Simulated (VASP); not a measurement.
A run of VASP 6.6.1:

Contents of INCAR:

```
SYSTEM = ZnCu
  ALGO = Normal
  EDIFF = 1E-8
  ENCUT = 520
  GGA = PE
  ISIF = 2
  ISMEAR = -1
  LASPH = .TRUE.
  LCHARG = .FALSE.
  LEFG = .TRUE.
  LREAL = .FALSE.
  LWAVE = .FALSE.
  NBANDS = 18
  NELM = 80
  PREC = Accurate
  SIGMA = 0.05
```

Contents of KPOINTS:

```
k-points
0
G
  14 14 14
  0 0 0
```

File POSCAR:

```
ZnCu
1.0
    2.9252343038      0.0000000000      0.0000000000
    0.0000000000      2.9252343038      0.0000000000
    0.0000000000      0.0000000000      2.9252343038
Zn Cu
1 1
Direct
    0.5000000000      0.5000000000      0.5000000000
    0.0000000000      0.0000000000      0.0000000000
```

Potentials or basis: VASP PAW PBE potentials, release 64 (Zn, Cu).

Command:

```console
$ cat potpaw_PBE.64/Zn/POTCAR potpaw_PBE.64/Cu/POTCAR > POTCAR
$ mpirun -np 1 vasp_std > vasp.out
```

Hardware: 1 thread of Intel(R) Xeon(R) Platinum 8559C (Emerald Rapids), on a shared host.

Estimate the wall time of this run.

Run time: 22 s on 1 thread of Intel(R) Xeon(R) Platinum 8559C (Emerald Rapids) (shared host), peak memory 0.18 GiB. Counts: scf iterations 16, k points 120.
